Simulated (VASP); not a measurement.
Sr: single point with PBEsol

Sr:

```
Sr
1.0
     0.00000    2.92066    3.16404
     2.92066    0.00000    3.16404
     2.92066    2.92066    0.00000
Sr
1
Direct
  0.00000 0.00000 0.00000
```

This cell differs from its parent crystal: strain -0.040 along x and y, +0.040 along z.

| Quantity | Value |
| --- | --- |
| Program | VASP 6.6.1 |
| Task | single point |
| Functional | PBEsol |
| Potentials or basis | VASP PAW PBE potentials, release 64 (Sr_sv) |
| Cutoff | 520 eV |
| k mesh | 10 × 10 × 10 |
| Occupations | gaussian, width 0.03 eV |
| Spin | no spin polarisation |
| Dipole correction | no |
| Further INCAR settings | ALGO = Normal; EDIFF = 1e-06; NBANDS = 11 |

* Pressure: -0.5 GPa
* Band gap on the k mesh: zero (bands 5 and 6 overlap by 0.03 eV)

Stress tensor (GPa, compression positive):
```
-0.35  0.00  0.00
 0.00 -0.35  0.00
 0.00  0.00 -0.84
```

Levels at points of the mesh, in eV from the Fermi level:
| k point | band 1 | band 2 | band 3 | band 4 | band 5 | band 6 | band 7 | band 8 | band 9 | band 10 |
| --- | --- | --- | --- | --- | --- | --- | --- | --- | --- | --- |
| (0.00, 0.00, 0.00) | -36.54 | -18.44 | -18.43 | -18.43 | -3.72 | 2.04 | 2.49 | 2.49 | 3.41 | 4.16 |
| (0.50, 0.00, 0.00) | -36.52 | -18.65 | -18.48 | -18.45 | -1.17 | 0.07 | 1.90 | 2.43 | 4.76 | 4.96 |
| (0.50, 0.50, 0.00) | -36.52 | -18.63 | -18.49 | -18.49 | -0.85 | 0.40 | 0.63 | 4.96 | 5.18 | 5.18 |
| (0.50, 0.00, 0.50) | -36.52 | -18.64 | -18.54 | -18.51 | -0.63 | 0.25 | 1.30 | 4.72 | 4.91 | 5.05 |

Wall time 46 s on 1 thread of Intel Xeon 8259CL, with other jobs on the host, peak memory 0.21 GiB.

Caveat: the cell differs from its parent crystal (strain -0.040 along x and y, +0.040 along z); the PAW data sets were made with another functional, which shifts forces and pressure a little.
